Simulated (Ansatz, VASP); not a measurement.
AgCl: VASP beside Ansatz

INCAR

```
SYSTEM = AgCl
PREC = Accurate
ENCUT = 520
EDIFF = 1E-7
ISMEAR = -1
SIGMA = 0.02
LREAL = .False.
LASPH = .True.
NELM = 100
ALGO = Normal
ISIF = 2
LWAVE = .False.
LCHARG = .True.
GGA = PE
LELF = .True.
LVHAR = .True.
NBANDS = 16
```

The input KPOINTS:

```
regular mesh
0
Gamma
  8 8 8
  0 0 0
```

The input POSCAR:

```
AgCl
1.0
    0.0000000000      2.9118430048      2.9118430048
    2.9118430048      0.0000000000      2.9118430048
    2.9118430048      2.9118430048      0.0000000000
Ag Cl
1 1
Direct
    0.0000000000      0.0000000000      0.0000000000
    0.5000000000      0.5000000000      0.5000000000
```

Input for Ansatz:

```yaml
crystal:
  lattice:
    - [0.0, 2.9118430048, 2.9118430048]
    - [2.9118430048, 0.0, 2.9118430048]
    - [2.9118430048, 2.9118430048, 0.0]
  atoms:
    - { symbol: Ag, position: [0.0, 0.0, 0.0] }
    - { symbol: Cl, position: [0.5, 0.5, 0.5] }
kpoints:
  mp_grid: { grid: [8, 8, 8] }
  band_path:
    path:
      - [0.0, 0.0, 0.0]
      - [0.5, 0.0, 0.5]
      - [0.625, 0.25, 0.625]
      - [0.375, 0.375, 0.75]
      - [0.5, 0.5, 0.5]
      - [0.5, 0.25, 0.75]
      - [0.0375, 0.0375, 0.075]
      - [0.0, 0.0, 0.5]
    npoints: 1
hamiltonian:
  xc: pbe
scf:
  occupations: { method: fermi_dirac, width: 0.02 }
  n_extra_bands: 4
output:
  forces: true
  stress: true
  eigenvalues: true
  write_density: true
  write_potential: true
  elf: true
  volumetric_format: npy
```

Change from the starting cell: hydrostatic strain +5.0%.

Alike in both runs: task single point; functional PBE; k mesh 8 × 8 × 8; occupations fermi-dirac, width 0.02 eV; no spin polarisation.

|  | VASP | Ansatz |
| --- | --- | --- |
| version | VASP 6.6.1 | Ansatz 0.2.0 |
| potentials or method | VASP PAW PBE potentials, release 64 (Ag, Cl) | plane waves, PAW |
| plane-wave cutoff (eV) | 520 | 420 |
| valence electrons in the cell | 18 | 26 |

Ansatz gave:

* gap on the k mesh at the Fermi level (eV): 0.99
* pressure (GPa): -3.5

Problem. Which values does VASP return?

Solution. gap on the k mesh at the Fermi level (eV): 0.99; pressure (GPa): -3.6.

VASP's potentials hold 18 valence electrons a cell and Ansatz's 26, so a difference there can come from the potentials and not from the codes.
